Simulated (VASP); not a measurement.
Here is a VASP 6.6.1 calculation.

Contents of INCAR:

```
SYSTEM = YPtC2N2
ALGO = Normal ; EDIFF = 1E-6
ENCUT = 520 ; GGA = PE
ISIF = 2 ; ISMEAR = 0
LASPH = .True. ; LCHARG = .False.
LREAL = .False. ; LWAVE = .False.
NBANDS = 28 ; NELM = 80
PREC = Accurate ; SIGMA = 0.1
```

Contents of KPOINTS:

```
k-points
0
Gamma
  6 4 4
  0 0 0
```

File POSCAR:

```
YPtC2N2
1.0
    3.5985429210     -0.0126827795      0.0123402126
   -1.7475879417      5.5194673030     -0.0163710489
   -0.0728267695     -3.0412615667      4.9735138397
Y Pt C N
1 1 2 2
Direct
    0.0000000000      0.0000000000      0.5000000000
    0.0000000000      0.0000000000      0.0000000000
    0.7954645200      0.5920765109      0.7961817459
    0.2045354800      0.4079234891      0.2038182541
    0.6670776808      0.3362401870      0.6685508942
    0.3329223192      0.6637598130      0.3314491058
```

Potentials or basis: VASP PAW PBE potentials, release 64 (Y_sv, Pt, C, N).

The run is started by

```console
$ cat potpaw_PBE.64/Y_sv/POTCAR potpaw_PBE.64/Pt/POTCAR potpaw_PBE.64/C/POTCAR potpaw_PBE.64/N/POTCAR > POTCAR
$ mpirun -np 1 vasp_std > vasp.out
```

Estimate the band gap on the k mesh.

zero (an odd number of electrons rules out a gap without spin polarisation).

Estimate the largest force.

0.296 eV/Å.

What does it give for the pressure?

0.2 GPa.

Stress tensor (GPa, compression positive):
```
-0.08 -0.05  0.04
-0.05  0.64  0.35
 0.04  0.35  0.07
```

Caveat: spin-orbit coupling is left out, which moves the levels of the heavy elements.
